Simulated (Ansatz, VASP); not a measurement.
## Ba2C3: VASP beside Ansatz

```xyz
5
Lattice="4.7857 0.0000 0.0000 0.0000 4.7857 0.0000 0.0000 0.0000 4.7857" Properties=species:S:1:pos:R:3 pbc="T T T"
Ba    2.3929    2.3929    2.3929
Ba    0.0000    0.0000    0.0000
C     2.3929    0.0000    0.0000
C     0.0000    2.3929    0.0000
C     0.0000    0.0000    2.3929
```

Alike in both runs: functional PBE; k mesh 8 × 8 × 8; occupations gaussian, width 0.1 eV; no spin polarisation.

Ansatz relaxed the structure, and its values are those at the end. VASP's run is a single point on that final structure, the one shown.

|  | VASP | Ansatz |
| --- | --- | --- |
| version | VASP 6.6.1 | Ansatz 0.2.0 |
| potentials or method | VASP PAW PBE potentials, release 64 (Ba_sv, C), cutoff 520 eV | scalar-relativistic, plane waves, PAW |
| valence electrons in the cell | 32 | 32 |

VASP gave:

```
gap on the k mesh at the Fermi level (eV) : none
pressure (GPa)                            : 2.4
```

**Question.** Which values does Ansatz return?

**Answer.** gap on the k mesh at the Fermi level (eV): none; pressure (GPa): 0.0.

A gap of «none» marks a metal or a gap that the smearing closes.

Spin-orbit coupling is off throughout.
